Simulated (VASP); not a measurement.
# MgMoH4 (P4/mmm) in VASP: single point with PBE

Aim: the single point of MgMoH4 with PBE.

Everything below comes from runs of VASP 6.6.1. Logs are shortened: lines on timing, memory, paths and dates and some standing lists are left out, and cuts for length are marked.

### Step 1. The cell of the first run

Symmetry: P4/mmm, No. 123, tetragonal system. The conventional cell has a = 3.180 Å, b = 3.180 Å, c = 4.544 Å, α = 90.00°, β = 90.00°, γ = 90.00°. Mg (site symmetry 4/mmm) has 8 H at 2.02 Å within 2.7 Å. Within 2.5 Å of H (site symmetry 2mm) lie 2 Mo at 1.89 Å and 2 Mg at 2.02 Å and 6 H at 2.05 to 2.50 Å. Mo (site symmetry 4/mmm) has 8 H at 1.89 Å within 2.5 Å.

### Step 2. Single point, PBE, collinear spin

Contents of INCAR:

```
PREC = Accurate
ENCUT = 520
EDIFF = 1E-7
ISMEAR = 0
SIGMA = 0.1
LREAL = False
LASPH = True
NELM = 150
ALGO = Normal
ISIF = 2
LWAVE = False
LCHARG = True
ISPIN = 2
MAGMOM = 0 0 0 0 0 0.3
LORBIT = 11
LMAXMIX = 4
GGA = PE
LELF = True
LVHAR = True
NBANDS = 23
```

Contents of KPOINTS:

```
regular mesh
0
Gamma
  12 12 8
```

Contents of POSCAR:

```
MgMoH4
1.0
    3.1795292047      0.0000000000      0.0000000000
    0.0000000000      3.1795292047      0.0000000000
    0.0000000000      0.0000000000      4.5444110608
Mg H Mo
1 4 1
Direct
    0.5000000000      0.5000000000      0.5000000000
    0.5000000000      0.0000000000      0.2250372449
    0.0000000000      0.5000000000      0.7749627551
    0.5000000000      0.0000000000      0.7749627551
    0.0000000000      0.5000000000      0.2250372449
    0.0000000000      0.0000000000      0.0000000000
```

Potentials or basis: VASP PAW PBE potentials, release 64 (Mg, H, Mo_sv).

Launch:

```console
$ cat potpaw_PBE.64/Mg/POTCAR potpaw_PBE.64/H/POTCAR potpaw_PBE.64/Mo_sv/POTCAR > POTCAR
$ mpirun -np 1 vasp_std > vasp.out
```

OUTCAR:

```text
PREC = Accurate
   ENCUT = 520
   EDIFF = 1E-7
   ISMEAR = 0
   LREAL = False
   LASPH = True
   NELM = 150
   ISIF = 2
   ISPIN = 2
   LORBIT = 11
   GGA = PE

 ion  position               nearest neighbor table
   1  0.500  0.500  0.500-   2 2.02   3 2.02   4 2.02   5 2.02   2 2.02   4 2.02   3 2.02   5 2.02
                             6 3.20   6 3.20   6 3.20   6 3.20   6 3.20   6 3.20   6 3.20   6 3.20
   2  0.500  0.000  0.225-   6 1.89   6 1.89   1 2.02   1 2.02
   3  0.000  0.500  0.775-   6 1.89   6 1.89   1 2.02   1 2.02
   4  0.500  0.000  0.775-   6 1.89   6 1.89   1 2.02   1 2.02
   5  0.000  0.500  0.225-   6 1.89   6 1.89   1 2.02   1 2.02
   6  0.000  0.000  0.000-   2 1.89   3 1.89   4 1.89   5 1.89   3 1.89   5 1.89   2 1.89   4 1.89
                             1 3.20   1 3.20   1 3.20   1 3.20   1 3.20   1 3.20   1 3.20   1 3.20

  LATTYP: Found a simple tetragonal cell.
 ALAT       =     3.1795292047
 C/A-ratio  =     1.4292716840

  Lattice vectors:

 A1 = (   3.1795292047,   0.0000000000,   0.0000000000)
 A2 = (   0.0000000000,   3.1795292047,   0.0000000000)
 A3 = (   0.0000000000,   0.0000000000,   4.5444110608)

Analysis of symmetry for initial positions (statically):
=====================================================================
 Subroutine PRICEL returns:
 Original cell was already a primitive cell.

 Routine SETGRP: Setting up the symmetry group for a
 simple tetragonal supercell.

 Subroutine GETGRP returns: Found 16 space group operations
 (whereof 16 operations were pure point group operations)
 out of a pool of 16 trial point group operations.

The static configuration has the point symmetry D_4h.

Analysis of symmetry for dynamics (positions and initial velocities):
=====================================================================
 Subroutine PRICEL returns:
 Original cell was already a primitive cell.

 Routine SETGRP: Setting up the symmetry group for a
 simple tetragonal supercell.

 Subroutine GETGRP returns: Found 16 space group operations
 (whereof 16 operations were pure point group operations)
 out of a pool of 16 trial point group operations.

The dynamic configuration has the point symmetry D_4h.

Analysis of structural, dynamic, and magnetic symmetry:
=====================================================================
 Subroutine PRICEL returns:
 Original cell was already a primitive cell.

 Routine SETGRP: Setting up the symmetry group for a
 simple tetragonal supercell.

 Subroutine GETGRP returns: Found 16 space group operations
[... 146 lines left out ...]
 maximum number of plane-waves:      1272
 NGX is ok and might be reduce to    24
   NGX = 11   NGY = 11   NGZ = 17

 number of electron      20.0000001 magnetization       0.0000674

 Free energy of the ion-electron system (eV)
  ---------------------------------------------------
  ext. energy  EPLUGINS =         0.00000000
  ---------------------------------------------------
  free energy    TOTEN  =       -26.18077058 eV

  energy without entropy =      -26.16879810  energy(sigma->0) =      -26.17478434

 E-fermi :   6.5087     XC(G=0): -10.9118

 val. band max:        6.5085841372   @ k =   0.1667   0.1667   0.0000
 cond. band min:       6.5126620082   @ k =   0.1667   0.0833   0.2500
 fundamental gap:      0.0040778710
 Fermi energy:         6.5087334013

 spin component 1

 k-point     1 :       0.0000    0.0000    0.0000
  band No.  band energies     occupation
      1     -54.4815      1.00000
      2     -28.5477      1.00000
      3     -28.5382      1.00000
      4     -28.5382      1.00000
      5      -4.4365      1.00000
      6      -0.0225      1.00000
[... 589 lines left out ...]
     21      20.9712      0.00000
     22      23.3016      0.00000

 [... further k-points ...]

 spin component 2

 k-point     1 :       0.0000    0.0000    0.0000
  band No.  band energies     occupation
      1     -54.4815      1.00000
      2     -28.5476      1.00000
      3     -28.5381      1.00000
      4     -28.5381      1.00000
      5      -4.4364      1.00000
      6      -0.0225      1.00000
[... 589 lines left out ...]
     21      20.9712      0.00000
     22      23.3016      0.00000

 [... further k-points ...]

 [bands above 22 left out]

------------------------ aborting loop because EDIFF is reached ----------------------------------------

  FORCE on cell =-STRESS in cart. coord.  units (eV):
  Direction    XX          YY          ZZ          XY          YZ          ZX
  --------------------------------------------------------------------------------------
  -------------------------------------------------------------------------------------
  Total       -0.0555980     -0.0555980     -0.0816554      0.0000000     -0.0000000      0.0000000
  in kB       -1.9389499     -1.9389499     -2.8476886      0.0000000     -0.0000000      0.0000000
  external PRESSURE =      -2.2418628 kB  Pullay stress =       0.0000000 kB

 VOLUME and BASIS-vectors are now :
 -----------------------------------------------------------------------------
  energy-cutoff  :      520.00
  volume of cell :       45.94
      direct lattice vectors                 reciprocal lattice vectors
     3.179529205  0.000000000  0.000000000     0.314511972  0.000000000  0.000000000
     0.000000000  3.179529205  0.000000000     0.000000000  0.314511972  0.000000000
     0.000000000  0.000000000  4.544411061     0.000000000  0.000000000  0.220050516

 POSITION                                       TOTAL-FORCE (eV/Angst)
 -----------------------------------------------------------------------------------
      1.58976      1.58976      2.27221        -0.000000     -0.000000     -0.000000
      1.58976      0.00000      1.02266        -0.000000     -0.000000      0.010413
      0.00000      1.58976      3.52175        -0.000000      0.000000     -0.010413
      1.58976      0.00000      3.52175         0.000000      0.000000     -0.010413
      0.00000      1.58976      1.02266        -0.000000      0.000000      0.010413
      0.00000      0.00000      0.00000        -0.000000     -0.000000     -0.000000
 -----------------------------------------------------------------------------------
    total drift:                               -0.000000      0.000000      0.000000

  FREE ENERGIE OF THE ION-ELECTRON SYSTEM (eV)
  ---------------------------------------------------
  free  energy   TOTEN  =       -26.1807705807 eV

  energy  without entropy=      -26.1687980988  energy(sigma->0) =      -26.17478434

 total charge

# of ion       s       p       d       tot
------------------------------------------
    1        0.131   0.152   0.051   0.334
    2        0.569   0.019   0.000   0.588
    3        0.569   0.019   0.000   0.588
    4        0.569   0.019   0.000   0.588
    5        0.569   0.019   0.000   0.588
    6        2.246   6.167   4.072  12.484
--------------------------------------------------
tot          4.652   6.394   4.123  15.169

 magnetization (x)

# of ion       s       p       d       tot
------------------------------------------
    1       -0.000  -0.000  -0.000  -0.000
    2       -0.000   0.000   0.000  -0.000
    3       -0.000   0.000   0.000  -0.000
    4       -0.000   0.000   0.000  -0.000
    5       -0.000   0.000   0.000  -0.000
    6        0.000   0.000   0.000   0.000
--------------------------------------------------
tot         -0.000   0.000   0.000   0.000
```

stdout:

```text
POSCAR found type information on POSCAR MgH Mo
 POSCAR found :  3 types and       6 ions
 scaLAPACK will be used
 LDA part: xc-table for (Slater+PW92), standard interpolation
 POSCAR, INCAR and KPOINTS ok, starting setup
 FFT: planning ... GRIDC
 FFT: planning ... GRID_SOFT
 FFT: planning ... GRID
 WAVECAR not read
 entering main loop
```

Wall time 5.9 min (1 thread of AMD EPYC 7R13 (Zen 3), shared host); peak memory 0.32 GiB.

Results:

```yaml
Free_energy: -26.1808 eV
Pressure: -0.2 GPa
Largest_force: 0.010 eV/Å
Band_gap_on_the_k_mesh: zero (filled and empty bands overlap)
Net_moment: 0.00 μB per cell
Valence_electrons_inside_the_program's_atomic_spheres: Mg 0.33; H 0.59; Mo 12.48
```

Forces in eV/Å, atoms in the order of the input:
```
Mg   0.000  0.000  0.000
H    0.000  0.000  0.010
H    0.000  0.000 -0.010
H    0.000  0.000 -0.010
H    0.000  0.000  0.010
Mo   0.000  0.000  0.000
```

Stress tensor (GPa, compression positive):
```
-0.19  0.00  0.00
 0.00 -0.19  0.00
 0.00  0.00 -0.28
```
